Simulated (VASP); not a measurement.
Here is a VASP 6.6.1 calculation.

File INCAR:

```
ALGO     = Normal         # electronic algorithm
EDIFF    = 1E-7           # SCF threshold, eV
EDIFFG   = -0.01          # ionic threshold
ENCUT    = 600            # plane-wave cutoff, eV
GGA      = RP             # functional
IBRION   = 2              # ionic algorithm
ISIF     = 4              # what is computed and relaxed
ISMEAR   = 0              # smearing method
IVDW     = 13             # dispersion correction
LASPH    = True           # aspherical terms in the spheres
LCHARG   = False          # write CHGCAR
LREAL    = False          # projectors in reciprocal space
LWAVE    = False          # write WAVECAR
NELM     = 60             # most SCF steps
NSW      = 60             # ionic steps
PREC     = Accurate       # precision mode
SIGMA    = 0.05           # smearing width, eV
```

KPOINTS

```
k-points
0
Gamma
  8 8 6
```

Contents of POSCAR:

```
MgB2
1.0
    3.0178155911      0.0000000000      0.0000000000
   -1.5089077955      2.6135049658      0.0000000000
    0.0000000000      0.0000000000      3.3685719884
Mg B
1 2
Direct
    0.0000000000      0.0000000000      0.0000000000
    0.3333333333      0.6666666667      0.5000000000
    0.6666666667      0.3333333333      0.5000000000
```

Potentials or basis: VASP PAW PBE potentials, release 64 (Mg, B).

Launch:

```console
$ cat potpaw_PBE.64/Mg/POTCAR potpaw_PBE.64/B/POTCAR > POTCAR
$ mpirun -np 1 vasp_std > vasp.out
```

**Question.** What does it give for the dispersion energy per atom?

**Answer.** -0.519 eV.

**Question.** Estimate the band gap on the k mesh.

**Answer.** Zero (bands 4 and 5 overlap by 2.92 eV).

Final structure:
```
Mg B
1.0
     3.02243    0.00000    0.00000
    -1.51121    2.61750    0.00000
     0.00000    0.00000    3.35830
Mg B
1 2
Direct
  0.00000 0.00000 0.00000
  0.33333 0.66667 0.50000
  0.66667 0.33333 0.50000
```
